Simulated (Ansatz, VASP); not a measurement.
**One calculation of Cu, two programs**

```
Cu
1.0
     0.00000    1.83631    1.83631
     1.83631    0.00000    1.83631
     1.83631    1.83631    0.00000
Cu
1
Direct
  0.00000 0.00000 0.00000
```

Alike in both runs: functional RPBE; k mesh 16 × 16 × 16; occupations fermi-dirac, width 0.15 eV; no spin polarisation.

Ansatz relaxed the structure, and its values are those at the end. VASP's run is a single point on that final structure, the one shown.

```csv
,VASP,Ansatz
version,VASP 6.6.1,Ansatz 0.2.0
potentials or method,"VASP PAW PBE potentials, release 64 (Cu), cutoff 600 eV","scalar-relativistic, plane waves, PAW"
valence electrons in the cell,11,19
```

Ansatz gave:

```
gap on the k mesh at the Fermi level (eV) : none
pressure (GPa)                            : 0.0
```

Problem. Estimate VASP's values.

Solution. gap on the k mesh at the Fermi level (eV): none; pressure (GPa): 0.8.

VASP's potentials were made for PBE, not for RPBE. A gap of «none» marks a metal or a gap that the smearing closes. VASP's potentials hold 11 valence electrons a cell and Ansatz's 19, so a difference there can come from the potentials and not from the codes.
